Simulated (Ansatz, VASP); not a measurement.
## One calculation of La, two programs

The input INCAR:

```
PREC = Accurate
ENCUT = 520
EDIFF = 1E-7
ISMEAR = -1
SIGMA = 0.05
LREAL = False
LASPH = True
NELM = 60
ALGO = Normal
ISIF = 2
LWAVE = False
LCHARG = False
GGA = PE
NBANDS = 12
```

File KPOINTS:

```
Automatic mesh
0
Gamma
  12 12 12
```

POSCAR

```
La
1.0
    0.0000000000      2.6480000000      2.6480000000
    2.6480000000      0.0000000000      2.6480000000
    2.6480000000      2.6480000000      0.0000000000
La
1
Direct
    0.0000000000      0.0000000000      0.0000000000
```

Input for Ansatz:

```yaml
crystal:
  lattice:
    - [0.0, 2.648, 2.648]
    - [2.648, 0.0, 2.648]
    - [2.648, 2.648, 0.0]
  atoms:
    - { symbol: La, position: [0.0, 0.0, 0.0] }
kpoints:
  mp_grid: { grid: [12, 12, 12] }
  band_path:
    path:
      - [0.0, 0.0, 0.0]
      - [0.5, 0.0, 0.5]
      - [0.625, 0.25, 0.625]
      - [0.375, 0.375, 0.75]
      - [0.0, 0.0, 0.0]
      - [0.5, 0.5, 0.5]
      - [0.5, 0.25, 0.75]
      - [0.5, 0.0, 0.5]
    npoints: 5
scf:
  occupations: { method: fermi_dirac, width: 0.05 }
hamiltonian:
  xc: pbe
  pseudopotentials:
    kind: all_electron
    lapw: { basis_error: 0.00025 }
    relativity: none
output:
  forces: true
  stress: true
  eigenvalues: true
```

Alike in both runs: task single point; functional PBE; k mesh 12 × 12 × 12; occupations fermi-dirac, width 0.05 eV; no spin polarisation.

|  | VASP | Ansatz |
| --- | --- | --- |
| version | VASP 6.6.1 | Ansatz 0.2.0 |
| potentials or method | VASP PAW PBE potentials, release 64 (La), cutoff 520 eV | all-electron LAPW, non-relativistic |

|  | VASP | Ansatz | Ansatz less VASP |
| --- | --- | --- | --- |
| pressure (GPa) | -0.2 | -2.7 | -2.54 |

Ansatz ran all-electron here, and VASP with PAW potentials.

Spin-orbit coupling is off throughout.
